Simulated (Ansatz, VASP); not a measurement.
## One calculation of ScAl3F, two programs

File INCAR:

```
PREC = Accurate ; ENCUT = 600
EDIFF = 1E-6 ; ISMEAR = 0
SIGMA = 0.1 ; LREAL = F
LASPH = T ; NELM = 60
ALGO = Normal ; ISIF = 3
LWAVE = F ; LCHARG = F
GGA = PE ; IBRION = 2
NSW = 90 ; EDIFFG = -0.04
```

KPOINTS

```
regular mesh
0
Gamma
  4 4 4
```

Contents of POSCAR:

```
ScAl3F
1.0
    5.0327308800      0.0000000000      0.0000000000
    0.0000000000      5.0327308800      0.0000000000
    0.0000000000      0.0000000000      6.8607049600
Sc Al F
2 6 2
Direct
    0.0000000000      0.0000000000      0.0000000000
    0.0000000000      0.0000000000      0.5000000000
    0.3589672000      0.3589672000      0.5000000000
    0.6410328000      0.6410328000      0.5000000000
    0.6410328000      0.3589672000      0.0000000000
    0.3589672000      0.6410328000      0.0000000000
    0.5000000000      0.5000000000      0.2500000000
    0.5000000000      0.5000000000      0.7500000000
    0.0000000000      0.0000000000      0.2500000000
    0.0000000000      0.0000000000      0.7500000000
```

Input for Ansatz:

```yaml
crystal:
  lattice:
    - [5.03273088, 0.0, 0.0]
    - [0.0, 5.03273088, 0.0]
    - [0.0, 0.0, 6.86070496]
  atoms:
    - { symbol: Sc, position: [0.0, 0.0, 0.0] }
    - { symbol: Sc, position: [0.0, 0.0, 0.5] }
    - { symbol: Al, position: [0.3589672, 0.3589672, 0.5] }
    - { symbol: Al, position: [0.6410328, 0.6410328, 0.5] }
    - { symbol: Al, position: [0.6410328, 0.3589672, 0.0] }
    - { symbol: Al, position: [0.3589672, 0.6410328, 0.0] }
    - { symbol: Al, position: [0.5, 0.5, 0.25] }
    - { symbol: Al, position: [0.5, 0.5, 0.75] }
    - { symbol: F, position: [0.0, 0.0, 0.25] }
    - { symbol: F, position: [0.0, 0.0, 0.75] }
basis:
  ecutwfc: 420
kpoints:
  mp_grid: { grid: [4, 4, 4] }
hamiltonian:
  xc: pbe
scf:
  occupations: { method: gaussian, width: 0.1 }
  lower_state_search: "off"
output:
  forces: true
  stress: true
  eigenvalues: true
relax:
  adjacent_minimum: "off"
  f_tol: 0.04
  max_steps: 70
  cell: { stress_tol: 0.4 }
```

Alike in both runs: task relaxation of cell and atoms; functional PBE; k mesh 4 × 4 × 4; occupations gaussian, width 0.1 eV; no spin polarisation.

|  | VASP | Ansatz |
| --- | --- | --- |
| version | VASP 6.6.1 | Ansatz 0.2.0 |
| potentials or method | VASP PAW PBE potentials, release 64 (Sc_sv, Al, F), cutoff 600 eV | scalar-relativistic, plane waves, PAW |
| valence electrons in the cell | 54 | 54 |

```csv
,VASP,Ansatz,Ansatz less VASP
"gap on the k mesh at the Fermi level, each at its own relaxed structure (eV)",none,none,-
relaxed volume (Å³/atom),28.26,28.73,+0.467
relaxed cell length with the largest relative difference (Å),5.795,5.835,+0.0408
```

A gap of «none» marks a metal or a gap that the smearing closes.

Noted on VASP's run: the volume moved by over 15 % at a fixed basis, so the end points are rough.
